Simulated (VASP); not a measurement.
## CuSe: single point with LDA+U

CuSe:

```
CELL_PARAMETERS angstrom
3.60866 0.00000 0.00000
-1.80433 3.12519 0.00000
0.00000 0.00000 3.52187
ATOMIC_POSITIONS crystal
Cu 0.00000 0.00000 0.00000
Se 0.66667 0.33333 0.50000
```

```json
{"Program": "VASP 6.6.1", "Task": "single point", "Functional": "LDA", "Potentials or basis": "VASP PAW LDA potentials, release 64 (Cu, Se)", "Cutoff": "520 eV", "k mesh": "6 × 6 × 5", "Occupations": "gaussian, width 0.05 eV", "Spin": "collinear spin, ferromagnetic start", "Starting moments": "[0.6, 0.0] μB", "Hubbard terms": "Cu d U = 5.0 eV", "Dipole correction": "no", "Further INCAR settings": "ALGO = Normal; EDIFF = 1e-06; NBANDS = 20"}
```

* Pressure: -13.5 GPa
* Net moment: 0.00 μB per cell
* Valence electrons inside the program's atomic spheres: Cu 9.89; Se 3.69

Stress tensor (GPa, compression positive):
```
-11.25   0.00   0.00
  0.00 -11.25   0.00
  0.00   0.00 -18.10
```

Levels at points of the mesh, in eV from the Fermi level:
Spin up:
| k point | band 4 | band 5 | band 6 | band 7 | band 8 | band 9 | band 10 | band 11 | band 12 | band 13 |
| --- | --- | --- | --- | --- | --- | --- | --- | --- | --- | --- |
| (0.00, 0.00, 0.00) | -3.35 | -2.85 | -2.85 | -1.13 | 0.40 | 0.40 | 1.30 | 7.03 | 7.94 | 7.94 |
| (0.50, 0.00, 0.00) | -3.26 | -2.89 | -2.88 | -2.59 | -1.25 | 0.69 | 3.35 | 6.83 | 8.01 | 8.18 |
Spin down:
```
           k point  band 5  band 6  band 7  band 8  band 9  band 10  band 11  band 12
(0.00, 0.00, 0.00)   -2.85   -2.85   -1.13    0.40    0.40     1.30     7.03     7.94
(0.50, 0.00, 0.00)   -2.89   -2.88   -2.59   -1.25    0.69     3.35     6.83     8.01
```

Eigenvalues of the final occupation matrices:
```csv
site,spin,trace,eigenvalues
site 1 d,1,4.72,0.93 0.93 0.95 0.95 0.96
site 1 d,2,4.72,0.93 0.93 0.95 0.95 0.96
```

Run time: 22 s on 1 thread of AMD EPYC 7R13 Processor (Zen 3), on a shared host, peak memory 0.13 GiB.

The state reached can hang on the start; a lower one may exist.
